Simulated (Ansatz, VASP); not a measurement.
## Two plane-wave programs on TiO2

Contents of INCAR:

```
PREC     = Accurate       # precision mode
ENCUT    = 520            # plane-wave cutoff, eV
EDIFF    = 1E-7           # SCF threshold, eV
ISMEAR   = -1             # smearing method
SIGMA    = 0.05           # smearing width, eV
LREAL    = False          # projectors in reciprocal space
LASPH    = True           # aspherical terms in the spheres
NELM     = 80             # most SCF steps
ALGO     = Normal         # electronic algorithm
ISIF     = 2              # what is computed and relaxed
LWAVE    = False          # write WAVECAR
LCHARG   = True           # write CHGCAR
GGA      = PE             # functional
LELF     = True           # ELF
LVHAR    = True         
NBANDS   = 33             # bands
```

Contents of KPOINTS:

```
regular mesh
0
Gamma
  3 3 4
```

Contents of POSCAR:

```
TiO2
1.0
    4.5998373239      0.0000000000      0.0000000000
    0.0000000000      4.5998373239      0.0000000000
    0.0000000000      0.0000000000      2.9592135600
Ti O
2 4
Direct
    0.0000000000      0.0000000000      0.5000000000
    0.5000000000      0.5000000000      0.0000000000
    0.3043213200      0.3043213200      0.5000000000
    0.1956786800      0.8043213200      0.0000000000
    0.8043213200      0.1956786800      0.0000000000
    0.6956786800      0.6956786800      0.5000000000
```

The input input.yaml:

```yaml
crystal:
  lattice:
    - [4.5998373239, 0.0, 0.0]
    - [0.0, 4.5998373239, 0.0]
    - [0.0, 0.0, 2.95921356]
  atoms:
    - { symbol: Ti, position: [0.0, 0.0, 0.5] }
    - { symbol: Ti, position: [0.5, 0.5, 0.0] }
    - { symbol: O, position: [0.30432132, 0.30432132, 0.5] }
    - { symbol: O, position: [0.19567868, 0.80432132, 0.0] }
    - { symbol: O, position: [0.80432132, 0.19567868, 0.0] }
    - { symbol: O, position: [0.69567868, 0.69567868, 0.5] }
hamiltonian:
  xc: pbe
  pseudopotentials: { kind: paw }
kpoints:
  mp_grid: { grid: [3, 3, 4] }
scf:
  occupations: { method: fermi_dirac, width: 0.05 }
output:
  forces: true
  stress: true
  eigenvalues: true
```

Alike in both runs: task single point; functional PBE; k mesh 3 × 3 × 4; occupations fermi-dirac, width 0.05 eV; no spin polarisation.

```csv
,VASP,Ansatz
version,VASP 6.6.1,Ansatz 0.2.0
potentials or method,"VASP PAW PBE potentials, release 64 (Ti_sv, O)",Ansatz PAW
plane-wave cutoff (eV),520,420
valence electrons in the cell,48,48
```

|  | VASP | Ansatz | Ansatz less VASP |
| --- | --- | --- | --- |
| gap on the k mesh at the Fermi level (eV) | 1.83 | 1.86 | +0.027 |
| least direct gap on the mesh (eV) | 1.83 | 1.86 | +0.027 |
| pressure (GPa) | 5.0 | 4.3 | -0.69 |
| traceless stress, the component that is largest in VASP (GPa) | -0.03 | -0.22 | -0.198 |
| rms of the force components (eV/Å) | 0.012 | 0.000 | -0.0113 |

Atom by atom the forces differ by 0.012 eV/Å (rms over components). The functional is the same, so the differences come from potentials, cutoffs and numerics.

The k mesh is coarse, so the values compare programs but aren't converged. Noted on Ansatz's run: odd divisions of the mesh miss points on the zone boundary, where band edges often lie, so the gap on the mesh can be too wide.
